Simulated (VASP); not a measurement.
# NaH (Fm-3m) in VASP: notebook

Runs on NaH. Level: r2SCAN. Tasks: single point.

Everything below comes from runs of VASP 6.6.1. Logs are shortened: lines on timing, memory, paths and dates and some standing lists are left out, and cuts for length are marked.

**1. The cell of the first run**

Symmetry: Fm-3m, No. 225, cubic system. The conventional cell has a = 4.697 Å, b = 4.697 Å, c = 4.697 Å, α = 90.00°, β = 90.00°, γ = 90.00°. Na (site symmetry m-3m) has 6 H at 2.35 Å within 3.1 Å. Within 3.1 Å of H (site symmetry m-3m) lie 6 Na at 2.35 Å.

**2. Single point, r2SCAN (volume changed by -6%)**

File POSCAR:

```
NaH
1.0
    0.0000000000      2.3485690974      2.3485690974
    2.3485690974      0.0000000000      2.3485690974
    2.3485690974      2.3485690974      0.0000000000
Na H
1 1
Direct
    0.0000000000      0.0000000000      0.0000000000
    0.5000000000      0.5000000000      0.5000000000
```

File INCAR.step1:

```
SYSTEM = NaH
PREC = Accurate
ENCUT = 520
ISMEAR = 0
SIGMA = 0.01
LREAL = .False.
LASPH = .True.
NELM = 60
NBANDS = 11
GGA = PE
ALGO = Normal
EDIFF = 1E-4
LWAVE = .True.
LCHARG = .False.
```

File INCAR.step2:

```
SYSTEM = NaH
PREC = Accurate
ENCUT = 520
EDIFF = 1E-6
ISMEAR = 0
SIGMA = 0.01
LREAL = .False.
LASPH = .True.
NELM = 60
ALGO = Normal
ISIF = 2
LWAVE = .False.
LCHARG = .False.
METAGGA = R2SCAN
LMIXTAU = .True.
NBANDS = 11
ISTART = 1
```

File KPOINTS:

```
regular mesh
0
Gamma
  8 8 8
  0 0 0
```

Potentials or basis: VASP PAW PBE potentials, release 64 (Na_pv, H).

Command:

```
$ cat potpaw_PBE.64/Na_pv/POTCAR potpaw_PBE.64/H/POTCAR > POTCAR
$ cp INCAR.step1 INCAR
$ mpirun -np 1 vasp_std > vasp.out
$ cp INCAR.step2 INCAR
$ mpirun -np 1 vasp_std > vasp.out
```

OUTCAR:

```text
SYSTEM = NaH
   PREC = Accurate
   ENCUT = 520
   EDIFF = 1E-6
   ISMEAR = 0
   LREAL = .False.
   LASPH = .True.
   NELM = 60
   ISIF = 2
   METAGGA = R2SCAN
   ISTART = 1

 ion  position               nearest neighbor table
   1  0.000  0.000  0.000-
   2  0.500  0.500  0.500-

  LATTYP: Found a face centered cubic cell.
 ALAT       =     4.6971381948

  Lattice vectors:

 A1 = (   0.0000000000,   2.3485690974,   2.3485690974)
 A2 = (   2.3485690974,   0.0000000000,   2.3485690974)
 A3 = (   2.3485690974,   2.3485690974,   0.0000000000)

Analysis of symmetry for initial positions (statically):
=====================================================================
 Subroutine PRICEL returns:
 Original cell was already a primitive cell.

 Routine SETGRP: Setting up the symmetry group for a
 face centered cubic supercell.

 Subroutine GETGRP returns: Found 48 space group operations
 (whereof 48 operations were pure point group operations)
 out of a pool of 48 trial point group operations.

The static configuration has the point symmetry O_h .

Analysis of symmetry for dynamics (positions and initial velocities):
=====================================================================
 Subroutine PRICEL returns:
 Original cell was already a primitive cell.

 Routine SETGRP: Setting up the symmetry group for a
 face centered cubic supercell.

 Subroutine GETGRP returns: Found 48 space group operations
 (whereof 48 operations were pure point group operations)
 out of a pool of 48 trial point group operations.

The dynamic configuration has the point symmetry O_h .

 Subroutine INISYM returns: Found 48 space group operations
 (whereof 48 operations are pure point group operations),
 and found     1 'primitive' translations

----------------------------------------------------------------------------------------

                                     Primitive cell

  volume of cell :      25.9084

  direct lattice vectors                    reciprocal lattice vectors
     0.000000000  2.348569097  2.348569097    -0.212895588  0.212895588  0.212895588
     2.348569097  0.000000000  2.348569097     0.212895588 -0.212895588  0.212895588
     2.348569097  2.348569097  0.000000000     0.212895588  0.212895588 -0.212895588

  length of vectors
     3.321378270  3.321378270  3.321378270     0.368745976  0.368745976  0.368745976

  position of ions in fractional coordinates (direct lattice)
     0.000000000  0.000000000  0.000000000
     0.500000000  0.500000000  0.500000000

  ion indices of the primitive-cell ions
   primitive index   ion index
                 1           1
                 2           2

----------------------------------------------------------------------------------------

 KPOINTS: regular mesh

Automatic generation of k-mesh.
 Grid dimensions read from file:
 generate k-points for:    8    8    8

 Generating k-lattice:

  Cartesian coordinates                     Fractional coordinates (reciprocal lattice)
    -0.026611949  0.026611949  0.026611949     0.125000000  0.000000000  0.000000000
     0.026611949 -0.026611949  0.026611949     0.000000000  0.125000000  0.000000000
     0.026611949  0.026611949 -0.026611949     0.000000000  0.000000000  0.125000000

  Length of vectors
     0.046093247  0.046093247  0.046093247

  Shift w.r.t. Gamma in fractional coordinates (k-lattice)
     0.000000000  0.000000000  0.000000000

 Subroutine IBZKPT returns following result:
 ===========================================

 Found     29 irreducible k-points:

 Following reciprocal coordinates:
            Coordinates               Weight
  0.000000  0.000000  0.000000      1.000000
  0.125000  0.000000  0.000000      8.000000
  0.250000  0.000000  0.000000      8.000000
  0.375000  0.000000  0.000000      8.000000
  0.500000  0.000000  0.000000      4.000000
  0.125000  0.125000  0.000000      6.000000
[... 16 lines left out ...]
  0.500000  0.250000  0.125000     48.000000
 -0.375000  0.250000  0.125000     24.000000
 [... further k-points ...]
   k-points           NKPTS =     29   k-points in BZ     NKDIM =     29   number of bands    NBANDS=     11
   number of dos      NEDOS =    301   number of ions     NIONS =      2
   total plane-waves  NPLWV =  21952
   dimension x,y,z NGX =    28 NGY =   28 NGZ =   28
   dimension x,y,z NGXF=    56 NGYF=   56 NGZF=   56
   ions per type =               1   1
   NGX,Y,Z   is equivalent  to a cutoff of  14.01, 14.01, 14.01 a.u.
   NGXF,Y,Z  is equivalent  to a cutoff of  28.03, 28.03, 28.03 a.u.
 SYSTEM =  NaH
   PREC   = accura    normal or accurate (medium, high low for compatibility)
   ISTART =      1    job   : 0-new  1-cont  2-samecut
   ICHARG =      0    charge: 1-file 2-atom 10-const
   ISPIN  =      1    spin polarized calculation?
   LNONCOLLINEAR =      F non collinear calculations
   LSORBIT =      F    spin-orbit coupling
   LASPH  =      T    aspherical Exc in radial PAW
   ENCUT  =  520.0 eV  38.22 Ry    6.18 a.u.   6.18  6.18  6.18*2*pi/ulx,y,z
   NELM   =     60;   NELMIN=  2; NELMDL=  0     # of ELM steps
   EDIFF  = 0.1E-05   stopping-criterion for ELM
   LREAL  =      F    real-space projection
   EDIFFG = 0.1E-04   stopping-criterion for IOM
   NSW    =      0    number of steps for IOM
   IBRION =     -1    ionic relax: 0-MD 1-quasi-New 2-CG
   NFREE  =      0    steps in history (QN), initial steepest desc. (CG)
   ISIF   =      2    stress and relaxation
   ISYM   =      2    0-nonsym 1-usesym 2-fastsym
   POTIM  = 0.5000    time-step for ionic-motion
   TEBEG  =    0.0;   TEEND  =   0.0 temperature during run
   PSTRESS=    0.0 pullay stress
   NELECT =       8.0000    total number of electrons
   NUPDOWN=      -1.0000    fix difference up-down
   EMIN   =  10.00;   EMAX   =-10.00  energy-range for DOS
   EFERMI =   0.00;   METHOD = LEGACY
   ISMEAR =     0;   SIGMA  =   0.01  broadening in eV -4-tet -1-fermi 0-gaus
   EFERMI_NEDOS =   21; number of points for ismear=-14 and -15
   IALGO  =     38    algorithm
   IMIX   =      4    mixing-type and parameters
     AMIX     =   0.40;   BMIX     =  1.00
     AMIX_MAG =   1.60;   BMIX_MAG =  1.00
  volume/ion in A,a.u.               =      12.95        87.42
  Fermi-wavevector in a.u.,A,eV,Ry     =   1.106517  2.091014 16.658704  1.224380
  Thomas-Fermi vector in A             =   2.243019
   LORBIT       =      0    0 simple, 1 ext, 2 COOP (PROOUT), +10 PAW based schemes
   METAGGA = R2SCAN    functional components
   LHFCALC =     F    Hartree Fock is set to
   AEXX    =    0.0000 exact exchange contribution
   IVDW    =     0    specifies the selected vdW correction
   LEPSILON=     F    determine dielectric tensor
   LRPA    =     F    only Hartree local field effects (RPA)
 non-spin polarized calculation
 Gauss-broadening in eV      SIGMA  =   0.01
  energy-cutoff  :      520.00
  volume of cell :       25.91
 maximum number of plane-waves:       725
 NGX is ok and might be reduce to    28
   NGX = 13   NGY = 13   NGZ = 13

 number of electron       8.0000005 magnetization

 Free energy of the ion-electron system (eV)
  ---------------------------------------------------
  ext. energy  EPLUGINS =         0.00000000
  ---------------------------------------------------
  free energy    TOTEN  =        -7.59637874 eV

  energy without entropy =       -7.59637874  energy(sigma->0) =       -7.59637874

 E-fermi :  -1.0850     XC(G=0):  -8.4596

 val. band max:       -1.1838327264   @ k =  -0.2500   0.5000   0.2500
 cond. band min:       3.3407254910   @ k =   0.5000   0.0000   0.0000
 fundamental gap:      4.5245582174
 Fermi energy:        -1.0849673759

 k-point     1 :       0.0000    0.0000    0.0000
  band No.  band energies     occupation
      1     -23.9273      2.00000
      2     -23.9269      2.00000
      3     -23.9269      2.00000
      4      -4.9741      2.00000
      5      11.0639      0.00000
      6      15.8211      0.00000
      7      15.8211      0.00000
      8      15.8212      0.00000
      9      16.9688      0.00000
     10      16.9688      0.00000
     11      16.9688      0.00000

 k-point     2 :       0.1250    0.0000    0.0000
  band No.  band energies     occupation
      1     -23.9447      2.00000
      2     -23.9292      2.00000
      3     -23.9289      2.00000
      4      -4.6841      2.00000
      5       9.9076      0.00000
      6      13.2208      0.00000
      7      15.0119      0.00000
      8      15.0122      0.00000
      9      17.8143      0.00000
     10      17.8146      0.00000
     11      18.2733      0.00000

 k-point     3 :       0.2500    0.0000    0.0000
  band No.  band energies     occupation
      1     -23.9870      2.00000
      2     -23.9340      2.00000
      3     -23.9336      2.00000
      4      -3.8652      2.00000
      5       7.1314      0.00000
      6      11.8530      0.00000
      7      14.0890      0.00000
      8      14.0895      0.00000
      9      18.0359      0.00000
     10      18.0369      0.00000
     11      19.7987      0.00000

 k-point     4 :       0.3750    0.0000    0.0000
  band No.  band energies     occupation
      1     -24.0286      2.00000
      2     -23.9388      2.00000
      3     -23.9384      2.00000
      4      -2.7352      2.00000
      5       4.5309      0.00000
      6      11.2926      0.00000
      7      13.4836      0.00000
      8      13.4843      0.00000
      9      17.5793      0.00000
     10      17.5806      0.00000
     11      20.1968      0.00000

 k-point     5 :       0.5000    0.0000    0.0000
  band No.  band energies     occupation
      1     -24.0457      2.00000
      2     -23.9407      2.00000
      3     -23.9404      2.00000
      4      -2.0531      2.00000
      5       3.3407      0.00000
      6      11.1329      0.00000
      7      13.2729      0.00000
      8      13.2736      0.00000
      9      17.3802      0.00000
     10      17.3815      0.00000
     11      20.0269      0.00000
[... 211 lines left out ...]
 k-point    21 :       0.5000    0.5000    0.0000
  band No.  band energies     occupation
      1     -24.0308      2.00000
      2     -23.9666      2.00000
      3     -23.9663      2.00000
      4      -1.3732      2.00000
      5       4.1998      0.00000
      6       9.8520      0.00000
      7      10.7677      0.00000
      8      10.7677      0.00000
      9      12.8063      0.00000
     10      25.0941      0.00000
     11      26.6123      0.00000

 k-point    22 :       0.3750    0.2500    0.1250
  band No.  band energies     occupation
      1     -23.9964      2.00000
      2     -23.9542      2.00000
      3     -23.9402      2.00000
      4      -3.2138      2.00000
      5       6.7282      0.00000
      6       9.0906      0.00000
      7      12.4525      0.00000
      8      15.3980      0.00000
      9      16.1945      0.00000
     10      18.9393      0.00000
     11      21.8024      0.00000

 k-point    23 :       0.5000    0.2500    0.1250
  band No.  band energies     occupation
      1     -24.0179      2.00000
      2     -23.9662      2.00000
      3     -23.9464      2.00000
      4      -2.2281      2.00000
      5       5.0807      0.00000
      6       7.8861      0.00000
      7      11.5606      0.00000
      8      15.6647      0.00000
      9      16.8496      0.00000
     10      19.1135      0.00000
     11      21.5270      0.00000

 k-point    24 :      -0.3750    0.2500    0.1250
  band No.  band energies     occupation
      1     -24.0270      2.00000
      2     -23.9697      2.00000
      3     -23.9500      2.00000
      4      -1.6708      2.00000
      5       4.1759      0.00000
      6       7.6188      0.00000
      7      11.1940      0.00000
      8      15.6508      0.00000
      9      16.7037      0.00000
     10      20.2333      0.00000
     11      22.5327      0.00000

 [... further k-points ...]
[... 5 lines left out ...]
  --------------------------------------------------------------------------------------
  -------------------------------------------------------------------------------------
  Total        0.2436608      0.2436608      0.2436608     -0.0000000      0.0000000      0.0000000
  in kB       15.0680199     15.0680199     15.0680199     -0.0000000      0.0000000      0.0000000
  external PRESSURE =      15.0680199 kB  Pullay stress =       0.0000000 kB

 VOLUME and BASIS-vectors are now :
 -----------------------------------------------------------------------------
  energy-cutoff  :      520.00
  volume of cell :       25.91
      direct lattice vectors                 reciprocal lattice vectors
     0.000000000  2.348569097  2.348569097    -0.212895588  0.212895588  0.212895588
     2.348569097  0.000000000  2.348569097     0.212895588 -0.212895588  0.212895588
     2.348569097  2.348569097  0.000000000     0.212895588  0.212895588 -0.212895588

 POSITION                                       TOTAL-FORCE (eV/Angst)
 -----------------------------------------------------------------------------------
      0.00000      0.00000      0.00000         0.000000     -0.000000      0.000000
      2.34857      2.34857      2.34857        -0.000000      0.000000     -0.000000
 -----------------------------------------------------------------------------------
    total drift:                               -0.000000     -0.000000     -0.000000

  FREE ENERGIE OF THE ION-ELECTRON SYSTEM (eV)
  ---------------------------------------------------
  free  energy   TOTEN  =        -7.5963787446 eV

  energy  without entropy=       -7.5963787446  energy(sigma->0) =       -7.59637874
```

Run time: 17 s. Hardware: 1 thread of Intel Xeon 6975P-C (Granite Rapids), shared host; peak memory 0.15 GiB.

Results:

* Free energy: -7.5964 eV
* Pressure: 1.5 GPa
* Band gap on the k mesh: 4.52 eV, indirect (least direct gap 5.39 eV)

Caveat: the cell differs from its parent crystal (volume changed by -6%); the PAW data sets were made with another functional, which shifts forces and pressure a little. A k mesh can miss the band edges.

**3. Single point, r2SCAN**

This run uses another cell than the first one, of 13.78 Å³/atom, 1.064 times its volume.

File POSCAR:

```
NaH
1.0
    0.0000000000      2.3975116394      2.3975116394
    2.3975116394      0.0000000000      2.3975116394
    2.3975116394      2.3975116394      0.0000000000
Na H
1 1
Direct
    0.0000000000      0.0000000000      0.0000000000
    0.5000000000      0.5000000000      0.5000000000
```

File INCAR.step1:

```
PREC = Accurate
ENCUT = 520
ISMEAR = 0
SIGMA = 0.01
LREAL = F
LASPH = T
NELM = 60
NBANDS = 11
GGA = PE
ALGO = Normal
EDIFF = 1E-4
LWAVE = T
LCHARG = F
```

File INCAR.step2:

```
PREC = Accurate
ENCUT = 520
EDIFF = 1E-7
ISMEAR = 0
SIGMA = 0.01
LREAL = F
LASPH = T
NELM = 60
ALGO = Normal
ISIF = 2
LWAVE = F
LCHARG = T
METAGGA = R2SCAN
LMIXTAU = T
LELF = T
LVHAR = T
NBANDS = 11
ISTART = 1
```

File KPOINTS:

```
Automatic mesh
0
Gamma
  8 8 8
```

Potentials or basis: VASP PAW PBE potentials, release 64 (Na_pv, H).

Command:

```
$ cat potpaw_PBE.64/Na_pv/POTCAR potpaw_PBE.64/H/POTCAR > POTCAR
$ cp INCAR.step1 INCAR
$ mpirun -np 1 vasp_std > vasp.out
$ cp INCAR.step2 INCAR
$ mpirun -np 1 vasp_std > vasp.out
```

Run time: 24 s. Hardware: 1 thread of Intel Xeon 6975P-C (Granite Rapids), shared host; peak memory 0.15 GiB.

The run converged. Its results:

```yaml
Free_energy: -7.6024 eV
Pressure: -0.3 GPa
Band_gap_on_the_k_mesh: 4.41 eV, indirect (least direct gap 5.26 eV)
```

Levels at points of the mesh, in eV from the valence-band top:
| k point | band 1 | band 2 | band 3 | band 4 | band 5 | band 6 | band 7 | band 8 |
| --- | --- | --- | --- | --- | --- | --- | --- | --- |
| (0.00, 0.00, 0.00) | -22.86 | -22.86 | -22.86 | -3.62 | 11.66 | 16.53 | 16.53 | 16.53 |
| (0.50, 0.00, 0.00) | -22.95 | -22.87 | -22.87 | -0.84 | 4.41 | 11.86 | 14.06 | 14.06 |
| (0.50, 0.50, 0.00) | -22.94 | -22.89 | -22.89 | -0.17 | 5.24 | 10.80 | 11.54 | 11.54 |

Caveat: the PAW data sets were made with another functional, which shifts forces and pressure a little. r2SCAN opens gaps a little over a GGA but as a rule still falls short of measured ones.

**4. Single point, r2SCAN (volume changed by -3%)**

File POSCAR:

```
NaH
1.0
    0.0000000000      2.3732926942      2.3732926942
    2.3732926942      0.0000000000      2.3732926942
    2.3732926942      2.3732926942      0.0000000000
Na H
1 1
Direct
    0.0000000000      0.0000000000      0.0000000000
    0.5000000000      0.5000000000      0.5000000000
```

Edit INCAR.step1 of step 3 so:

```diff
@@ -6,3 +6,3 @@
 LASPH = T
-NELM = 60
+NELM = 80
 NBANDS = 11
```

File INCAR.step2:

```
PREC = Accurate
ENCUT = 520
EDIFF = 1E-7
ISMEAR = 0
SIGMA = 0.01
LREAL = F
LASPH = T
NELM = 80
ALGO = Normal
ISIF = 2
LWAVE = F
LCHARG = F
METAGGA = R2SCAN
LMIXTAU = T
NBANDS = 11
ISTART = 1
```

File KPOINTS:

```
regular mesh
0
Gamma
  8 8 8
```

Command:

```
$ cat potpaw_PBE.64/Na_pv/POTCAR potpaw_PBE.64/H/POTCAR > POTCAR
$ cp INCAR.step1 INCAR
$ mpirun -np 1 vasp_std > vasp.out
$ cp INCAR.step2 INCAR
$ mpirun -np 1 vasp_std > vasp.out
```

Wall time 24 s (1 thread of Intel Xeon 6975P-C (Granite Rapids), shared host); peak memory 0.14 GiB.

Results (log left out):

| Property | Result |
| --- | --- |
| Free energy | -7.6019 eV |
| Pressure | 0.6 GPa |
| Band gap on the k mesh | 4.47 eV, indirect (least direct gap 5.32 eV) |

Levels at points of the mesh, in eV from the valence-band top:
| k point | band 1 | band 2 | band 3 | band 4 | band 5 | band 6 | band 7 | band 8 | band 9 |
| --- | --- | --- | --- | --- | --- | --- | --- | --- | --- |
| (0.00, 0.00, 0.00) | -22.80 | -22.80 | -22.80 | -3.70 | 11.94 | 16.76 | 16.76 | 16.76 | 17.82 |
| (0.50, 0.00, 0.00) | -22.91 | -22.81 | -22.81 | -0.86 | 4.47 | 12.08 | 14.25 | 14.25 | 18.20 |
| (0.50, 0.50, 0.00) | -22.89 | -22.84 | -22.83 | -0.18 | 5.31 | 10.91 | 11.74 | 11.74 | 13.63 |

Caveat: the cell differs from its parent crystal (volume changed by -3%); the PAW data sets were made with another functional, which shifts forces and pressure a little.

(Part 1 of 2 ends here.)
